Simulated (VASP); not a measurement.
Set up this calculation in VASP 6.6.1, as the native input.

```yaml
Task: single point
Functional: LDA
Potentials_or_basis: VASP PAW LDA potentials, release 64 (Ga_d, Sb)
Cutoff: 520 eV
k_mesh: 16 × 16 × 16
Occupations: gaussian, width 0.15 eV
Spin: no spin polarisation
Dipole_correction: no
Further_INCAR_settings: ALGO = Normal; EDIFF = 1e-07; NBANDS = 16
```

The structure of GaSb lies in POSCAR:

```
GaSb
1.0
   -2.6275500000      2.6275500000      1.7233000000
    2.6275500000     -2.6275500000      1.7233000000
    2.6275500000      2.6275500000     -1.7233000000
Ga Sb
1 1
Direct
    0.2500000000      0.7500000000      0.5000000000
    0.0000000000      0.0000000000      0.0000000000
```

One way to write it, as run:

INCAR

```
PREC = Accurate
ENCUT = 520
EDIFF = 1E-7
ISMEAR = 0
SIGMA = 0.15
LREAL = F
LASPH = T
NELM = 80
ALGO = Normal
ISIF = 2
LWAVE = F
LCHARG = F
GGA = CA
NBANDS = 16
```

KPOINTS

```
regular mesh
0
Gamma
  16 16 16
```

Potentials or basis: VASP PAW LDA potentials, release 64 (Ga_d, Sb).

Run with:

```sh
$ cat potpaw_LDA.64/Ga_d/POTCAR potpaw_LDA.64/Sb/POTCAR > POTCAR
$ mpirun -np 1 vasp_std > vasp.out
```

It gave:

```yaml
Pressure: -2.1 GPa
Band_gap_on_the_k_mesh: zero (bands 9 and 10 overlap by 4.87 eV)
```

Caveat: spin-orbit coupling is left out, which moves the levels of the heavy elements.

Run time: 5.5 min on 1 thread of Intel Xeon 8259CL, with other jobs on the host, peak memory 0.38 GiB.
